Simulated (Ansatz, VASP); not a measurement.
## Cs in VASP and in Ansatz

File INCAR:

```
SYSTEM = Cs
PREC = Accurate
ENCUT = 520
EDIFF = 1E-6
ISMEAR = 0
SIGMA = 0.1
LREAL = .False.
LASPH = .True.
NELM = 60
ALGO = Fast
ISIF = 2
LWAVE = .False.
LCHARG = .False.
GGA = PE
NBANDS = 16
```

Contents of KPOINTS:

```
Automatic mesh
0
Gamma
  8 8 6
  0 0 0
```

The input POSCAR:

```
Cs
1.0
    5.4110312566      0.0000000000      0.0000000000
    0.0000000000      5.4110312566      0.0000000000
    0.0000000000      0.0000000000      7.8199112632
Cs
2
Direct
    0.0000000000      0.0000000000      0.0000000000
    0.5000000000      0.5000000000      0.5000000000
```

Input for Ansatz:

```yaml
crystal:
  lattice:
    - [5.4110312566, 0.0, 0.0]
    - [0.0, 5.4110312566, 0.0]
    - [0.0, 0.0, 7.8199112632]
  atoms:
    - { symbol: Cs, position: [0.0, 0.0, 0.0] }
    - { symbol: Cs, position: [0.5, 0.5, 0.5] }
basis:
  ecutwfc: 420
kpoints:
  mp_grid: { grid: [8, 8, 6] }
hamiltonian:
  xc: pbe
scf:
  occupations: { method: gaussian, width: 0.1 }
output:
  forces: true
  stress: true
  eigenvalues: true
```

Change from the starting cell: strain along c alone, the other axes held, atoms relaxed: -2.0 %.

Alike in both runs: task single point; functional PBE; k mesh 8 × 8 × 6; occupations gaussian, width 0.1 eV; no spin polarisation.

|  | VASP | Ansatz |
| --- | --- | --- |
| version | VASP 6.6.1 | Ansatz 0.2.0 |
| potentials or method | VASP PAW PBE potentials, release 64 (Cs_sv), cutoff 520 eV | scalar-relativistic, plane waves, PAW |
| valence electrons in the cell | 18 | 18 |

```csv
,VASP,Ansatz,Ansatz less VASP
gap on the k mesh at the Fermi level (eV),none,none,-
pressure (GPa),0.0,0.1,+0.01
```

A gap of «none» marks a metal or a gap that the smearing closes.

Neither program's run includes spin-orbit coupling.
